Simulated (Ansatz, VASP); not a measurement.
## NiAgO2 in VASP and in Ansatz

```
Ni Ag O
1.0
     2.99916    0.00000    0.00000
    -1.49958    2.59735    0.00000
     0.00000    0.00000   12.31513
Ni Ag O
2 2 4
Direct
  0.00000 0.00000 0.50000
  0.00000 0.00000 0.00000
  0.66667 0.33333 0.75000
  0.33333 0.66667 0.25000
  0.33333 0.66667 0.42405
  0.66667 0.33333 0.92405
  0.66667 0.33333 0.57595
  0.33333 0.66667 0.07595
```

Alike in both runs: functional LDA; k mesh 10 × 10 × 2; occupations fermi-dirac, width 0.05 eV; collinear spin.

Ansatz relaxed the structure, and its values are those at the end. VASP's run is a single point on that final structure, the one shown.

|  | VASP | Ansatz |
| --- | --- | --- |
| version | VASP 6.6.1 | Ansatz 0.2.0 |
| potentials or method | VASP PAW LDA potentials, release 64 (Ni, Ag, O) | plane waves, PAW |
| plane-wave cutoff (eV) | 520 | 420 |
| valence electrons in the cell | 66 | 98 |

Ansatz gave:

| Item | Value |
| --- | --- |
| rms of the force components (eV/Å) | 0.006 |
| net moment per atom (μB) | 0.11 |
| size of the moment on the site where the two differ most (μB) | 0.31 |

**Question.** What did VASP give for the same quantities?

**Answer.** rms of the force components (eV/Å): 0.010; net moment per atom (μB): 0.09; size of the moment on the site where the two differ most (μB): 0.25.

LDA's correlation is that of Perdew and Zunger in VASP and of Perdew and Wang (1992) in Ansatz. Site moments also hang on the region over which each program counts them. VASP's potentials hold 66 valence electrons a cell and Ansatz's 98, so a difference there can come from the potentials and not from the codes.
